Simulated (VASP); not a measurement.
# ZnO (Fm-3m) in VASP: further runs, part 2 of 2

VASP 6.6.1.

## Step 3: Single point, PBE-based screened hybrid with 50 % exact exchange

POSCAR reads:

```
ZnO
1.0
    0.0000000000      2.1337703831      2.1337703831
    2.1337703831      0.0000000000      2.1337703831
    2.1337703831      2.1337703831      0.0000000000
Zn O
1 1
Direct
    0.0000000000      0.0000000000      0.0000000000
    0.5000000000      0.5000000000      0.5000000000
```

INCAR.step1 reads:

```
PREC = Accurate
ENCUT = 520
EDIFF = 1E-5
ISMEAR = 0
SIGMA = 0.01
LREAL = False
LASPH = True
NELM = 60
ALGO = Normal
ISIF = 2
LWAVE = True
LCHARG = False
GGA = PE
NBANDS = 16
```

INCAR.step2 reads:

```
PREC = Accurate
ENCUT = 520
EDIFF = 1E-6
ISMEAR = 0
SIGMA = 0.01
LREAL = False
LASPH = True
NELM = 60
ALGO = Normal
ISIF = 2
LWAVE = False
LCHARG = False
GGA = PE
LHFCALC = True
AEXX = 0.5
HFSCREEN = 0.5
PRECFOCK = Normal
ISTART = 1
NBANDS = 16
```

KPOINTS reads:

```
Automatic mesh
0
Gamma
  4 4 4
```

Potentials or basis: VASP PAW PBE potentials, release 64 (Zn, O).

Started as:

```bash
$ cat potpaw_PBE.64/Zn/POTCAR potpaw_PBE.64/O/POTCAR > POTCAR
$ cp INCAR.step1 INCAR
$ mpirun -np 1 vasp_std > vasp.out
$ cp INCAR.step2 INCAR
$ mpirun -np 1 vasp_std > vasp.out
```

OUTCAR:

```text
PREC = Accurate
   ENCUT = 520
   EDIFF = 1E-6
   ISMEAR = 0
   LREAL = False
   LASPH = True
   NELM = 60
   ISIF = 2
   GGA = PE
   LHFCALC = True
   AEXX = 0.5
   HFSCREEN = 0.5
   PRECFOCK = Normal
   ISTART = 1

 ion  position               nearest neighbor table
   1  0.000  0.000  0.000-   2 2.13   2 2.13   2 2.13   2 2.13   2 2.13   2 2.13
   2  0.500  0.500  0.500-   1 2.13   1 2.13   1 2.13   1 2.13   1 2.13   1 2.13

  LATTYP: Found a face centered cubic cell.
 ALAT       =     4.2675407662

  Lattice vectors:

 A1 = (   0.0000000000,   2.1337703831,   2.1337703831)
 A2 = (   2.1337703831,   0.0000000000,   2.1337703831)
 A3 = (   2.1337703831,   2.1337703831,   0.0000000000)

Analysis of symmetry for initial positions (statically):
=====================================================================
 Subroutine PRICEL returns:
 Original cell was already a primitive cell.

 Routine SETGRP: Setting up the symmetry group for a
 face centered cubic supercell.

 Subroutine GETGRP returns: Found 48 space group operations
 (whereof 48 operations were pure point group operations)
 out of a pool of 48 trial point group operations.

The static configuration has the point symmetry O_h .

Analysis of symmetry for dynamics (positions and initial velocities):
=====================================================================
 Subroutine PRICEL returns:
 Original cell was already a primitive cell.

 Routine SETGRP: Setting up the symmetry group for a
 face centered cubic supercell.

 Subroutine GETGRP returns: Found 48 space group operations
 (whereof 48 operations were pure point group operations)
 out of a pool of 48 trial point group operations.

The dynamic configuration has the point symmetry O_h .

 Subroutine INISYM returns: Found 48 space group operations
[... 104 lines left out ...]
   LORBIT       =      0    0 simple, 1 ext, 2 COOP (PROOUT), +10 PAW based schemes
   GGA     = PE    functional components
   LHFCALC =     T    Hartree Fock is set to
   PRECFOCK=normal    Normal, Fast or Accurate (Low or Medium for compatibility)
   ENCUT4O =  -1.0   cutoff for four orbital integrals eV
   NKREDX  =     1    reduce k-point grid by
   NKREDY  =     1    reduce k-point grid by
   NKREDZ  =     1    reduce k-point grid by
   AEXX    =    0.5000 exact exchange contribution
   HFSCREEN=    0.5000 screening length (either q_TF or 0.3 A-1)
   HFSCREENC=   0.5000 screening length for correlation (either q_TF or 0.3 A-1)
   ENCUTFOCK=  -1.0 apply spherical cutoff to Coloumb kernel
   IVDW    =     0    specifies the selected vdW correction
   LEPSILON=     F    determine dielectric tensor
   LRPA    =     F    only Hartree local field effects (RPA)
 non-spin polarized calculation
 Gauss-broadening in eV      SIGMA  =   0.01
  energy-cutoff  :      520.00
  volume of cell :       19.43
 maximum number of plane-waves:       544
 NGX is ok and might be reduce to    24
  NGX = 18; NGY = 18; NGZ = 18

 number of electron      18.0000003 magnetization

 Free energy of the ion-electron system (eV)
  ---------------------------------------------------
  ext. energy  EPLUGINS =         0.00000000
  ---------------------------------------------------
  free energy    TOTEN  =       -12.21168054 eV

  energy without entropy =      -12.21168054  energy(sigma->0) =      -12.21168054

 E-fermi :   1.1426     XC(G=0):  -8.6713

 val. band max:        1.0210445090   @ k =   0.5000   0.0000   0.0000
 cond. band min:       4.3062575436   @ k =   0.0000   0.0000   0.0000
 fundamental gap:      3.2852130346
 Fermi energy:         1.1425882242

 k-point     1 :       0.0000    0.0000    0.0000
  band No.  band energies     occupation
      1     -20.0831      2.00000
      2      -5.8105      2.00000
      3      -5.8105      2.00000
      4      -5.8105      2.00000
      5      -5.7700      2.00000
      6      -5.7700      2.00000
[... 129 lines left out ...]
      3      -6.0805      2.00000
      4      -6.0805      2.00000
      5      -5.3078      2.00000
      6      -5.1911      2.00000
[... 8 lines left out ...]
     15      25.3457      0.00000
     16      33.3223      0.00000

------------------------ aborting loop because EDIFF is reached ----------------------------------------

  FORCE on cell =-STRESS in cart. coord.  units (eV):
  Direction    XX          YY          ZZ          XY          YZ          ZX
  --------------------------------------------------------------------------------------
  -------------------------------------------------------------------------------------
  Total       -0.1307836     -0.1307836     -0.1307836      0.0000000      0.0000000     -0.0000000
  in kB      -10.7842741    -10.7842741    -10.7842741      0.0000000      0.0000000     -0.0000000
  external PRESSURE =     -10.7842741 kB  Pullay stress =       0.0000000 kB

 VOLUME and BASIS-vectors are now :
 -----------------------------------------------------------------------------
  energy-cutoff  :      520.00
  volume of cell :       19.43
      direct lattice vectors                 reciprocal lattice vectors
     0.000000000  2.133770383  2.133770383    -0.234326994  0.234326994  0.234326994
     2.133770383  0.000000000  2.133770383     0.234326994 -0.234326994  0.234326994
     2.133770383  2.133770383  0.000000000     0.234326994  0.234326994 -0.234326994

 POSITION                                       TOTAL-FORCE (eV/Angst)
 -----------------------------------------------------------------------------------
      0.00000      0.00000      0.00000        -0.000000      0.000000      0.000000
      2.13377      2.13377      2.13377         0.000000     -0.000000     -0.000000
 -----------------------------------------------------------------------------------
    total drift:                                0.000000      0.000000      0.000000

  FREE ENERGIE OF THE ION-ELECTRON SYSTEM (eV)
  ---------------------------------------------------
  free  energy   TOTEN  =       -12.2116805353 eV

  energy  without entropy=      -12.2116805353  energy(sigma->0) =      -12.21168054
```

OSZICAR.step1:

```text
N       E                     dE             d eps       ncg     rms          rms(c)
DAV:   1     0.945717573651E+02    0.94572E+02   -0.91864E+03   272   0.174E+03
DAV:   2    -0.539099604730E+01   -0.99963E+02   -0.90816E+02   280   0.296E+02
DAV:   3    -0.100578169939E+02   -0.46668E+01   -0.46559E+01   288   0.647E+01
DAV:   4    -0.100815206056E+02   -0.23704E-01   -0.23703E-01   328   0.471E+00
DAV:   5    -0.100815961343E+02   -0.75529E-04   -0.75529E-04   296   0.230E-01    0.954E+00
DAV:   6    -0.857195213053E+01    0.15096E+01   -0.26565E+00   328   0.480E+01    0.647E+00
DAV:   7    -0.858605944226E+01   -0.14107E-01   -0.61899E-01   288   0.109E+01    0.362E+00
DAV:   8    -0.857270062237E+01    0.13359E-01   -0.60953E-02   272   0.228E+00    0.651E-01
DAV:   9    -0.856936797556E+01    0.33326E-02   -0.65490E-03   352   0.166E+00    0.765E-02
DAV:  10    -0.856948351260E+01   -0.11554E-03   -0.95377E-04   288   0.254E-01    0.359E-02
DAV:  11    -0.856951173864E+01   -0.28226E-04   -0.24098E-05   272   0.648E-02    0.590E-03
DAV:  12    -0.856951197662E+01   -0.23798E-06   -0.96083E-07   136   0.197E-02
   1 F= -.85695120E+01 E0= -.85695120E+01  d E =-.176841-100
```

Run time: 3.9 min. Hardware: 1 thread of AMD EPYC 7R43 (Zen 3), shared host; peak memory 0.21 GiB.

Results:

```yaml
Free_energy: -12.2117 eV
Pressure: -1.1 GPa
Band_gap_on_the_k_mesh: 3.29 eV (least direct gap 4.38 eV)
```

Caveat: the k points lie up to 0.64 Å⁻¹ apart; the PAW data sets were made with another functional, which shifts forces and pressure a little.

## Step 4: Single point, PBE-based screened hybrid with 15 % exact exchange

POSCAR is that of step 3.

INCAR.step1 reads:

```
SYSTEM = ZnO
PREC = Accurate ; ENCUT = 520
EDIFF = 1E-5 ; ISMEAR = 0
SIGMA = 0.01 ; LREAL = .FALSE.
LASPH = .TRUE. ; NELM = 60
ALGO = Normal ; ISIF = 2
LWAVE = .TRUE. ; NBANDS = 16
GGA = PE
```

INCAR.step2 reads:

```
SYSTEM = ZnO
PREC = Accurate ; ENCUT = 520
EDIFF = 1E-6 ; ISMEAR = 0
SIGMA = 0.01 ; LREAL = .FALSE.
LASPH = .TRUE. ; NELM = 60
ALGO = Normal ; ISIF = 2
LWAVE = .FALSE. ; LCHARG = .TRUE.
GGA = PE ; LHFCALC = .TRUE.
AEXX = 0.15 ; HFSCREEN = 0.1
PRECFOCK = Normal ; LELF = .TRUE.
LVHAR = .TRUE. ; NBANDS = 16
ISTART = 1
```

KPOINTS reads:

```
regular mesh
0
G
  4 4 4
  0 0 0
```

Started as:

```bash
$ cat potpaw_PBE.64/Zn/POTCAR potpaw_PBE.64/O/POTCAR > POTCAR
$ cp INCAR.step1 INCAR
$ mpirun -np 1 vasp_std > vasp.out
$ cp INCAR.step2 INCAR
$ mpirun -np 1 vasp_std > vasp.out
```

It took 4.1 min on 1 thread of AMD EPYC 7R43 (Zen 3), shared host; peak memory 0.21 GiB.

It converged, with:

```
Free energy            : -10.2498 eV
Pressure               : 4.7 GPa
Band gap on the k mesh : 2.20 eV (least direct gap 3.49 eV)
```

Levels at points of the mesh, in eV from the valence-band top:
| k point | band 5 | band 6 | band 7 | band 8 | band 9 | band 10 | band 11 | band 12 | band 13 | band 14 |
| --- | --- | --- | --- | --- | --- | --- | --- | --- | --- | --- |
| (0.00, 0.00, 0.00) | -5.39 | -5.39 | -1.30 | -1.30 | -1.30 | 2.20 | 19.48 | 19.48 | 19.48 | 19.70 |
| (0.50, 0.00, 0.00) | -5.13 | -5.13 | -4.07 | 0.00 | 0.00 | 6.74 | 10.91 | 14.40 | 14.40 | 20.97 |
| (0.50, 0.50, 0.00) | -5.01 | -5.01 | -4.71 | -2.83 | -2.83 | 5.74 | 12.38 | 12.54 | 17.29 | 17.29 |

Caveat: the k points lie up to 0.64 Å⁻¹ apart; the PAW data sets were made with another functional, which shifts forces and pressure a little. A k mesh can miss the band edges.

## Step 5: Single point, HSE06

POSCAR is that of step 4.

INCAR.step1 reads:

```
PREC = Accurate
ENCUT = 520
EDIFF = 1E-5
ISMEAR = 0
SIGMA = 0.01
LREAL = F
LASPH = T
NELM = 80
ALGO = Normal
ISIF = 2
LWAVE = T
NBANDS = 16
GGA = PE
ISYM = 0
```

INCAR.step2 reads:

```
PREC = Accurate
ENCUT = 520
EDIFF = 1E-6
ISMEAR = 0
SIGMA = 0.01
LREAL = F
LASPH = T
NELM = 80
ALGO = Normal
ISIF = 2
LWAVE = F
LCHARG = T
GGA = PE
LHFCALC = T
HFSCREEN = 0.2079
PRECFOCK = Normal
LELF = T
LVHAR = T
NBANDS = 16
ISTART = 1
ISYM = 0
```

KPOINTS reads:

```
Automatic mesh
0
Gamma
  4 4 4
```

Started as:

```bash
$ cat potpaw_PBE.64/Zn/POTCAR potpaw_PBE.64/O/POTCAR > POTCAR
$ cp INCAR.step1 INCAR
$ mpirun -np 1 vasp_std > vasp.out
$ cp INCAR.step2 INCAR
$ mpirun -np 1 vasp_std > vasp.out
```

Run time: 19 min. Hardware: 1 thread of AMD EPYC 7R43 (Zen 3), shared host; peak memory 0.21 GiB.

The run converged. Its results:

```
Free energy            : -11.0731 eV
Pressure               : 2.4 GPa
Band gap on the k mesh : 2.70 eV (least direct gap 3.94 eV)
```

Levels at points of the mesh, in eV from the valence-band top:
```
           k point  band 7  band 8  band 9  band 10  band 11  band 12
(0.00, 0.00, 0.00)   -1.24   -1.24   -1.24     2.70    20.06    20.06
(0.50, 0.00, 0.00)   -4.32    0.00    0.00     7.25    11.67    15.04
(0.00, 0.50, 0.00)   -4.32    0.00    0.00     7.25    11.67    15.04
(0.00, 0.00, 0.50)   -4.32    0.00    0.00     7.25    11.67    15.04
(0.50, 0.50, 0.50)   -4.32    0.00    0.00     7.25    11.67    15.04
(0.50, 0.50, 0.00)   -5.17   -2.81   -2.81     6.36    13.01    13.08
(0.00, 0.50, 0.50)   -5.17   -2.81   -2.81     6.36    13.01    13.08
(0.50, 0.00, 0.50)   -5.17   -2.81   -2.81     6.36    13.01    13.08
```

Caveat: the k points lie up to 0.64 Å⁻¹ apart; the PAW data sets were made with another functional, which shifts forces and pressure a little. A k mesh can miss the band edges.

## Step 6: Summary

```csv
level,share of exact exchange,screening parameter,gap on the mesh (eV),pressure (GPa)
HSE06,0.25,0.2079 1/Å,2.70,2.4
PBE-based screened hybrid with 50 % exact exchange,0.5,0.5 1/Å,3.29,-1.1
PBE-based screened hybrid with 15 % exact exchange,0.15,0.1 1/Å,2.20,4.7
```

Alike in all rows: task single point; potentials or basis VASP PAW PBE potentials, release 64 (Zn, O); no spin polarisation; cell as given; k mesh 4 × 4 × 4; cutoff (eV) 520; smearing gaussian 0.01 eV.

Caveats: all runs use coarse meshes; the PAW data sets were made with another functional, which shifts forces and pressure a little.

Absolute energies hang on the potentials; compare differences alone.
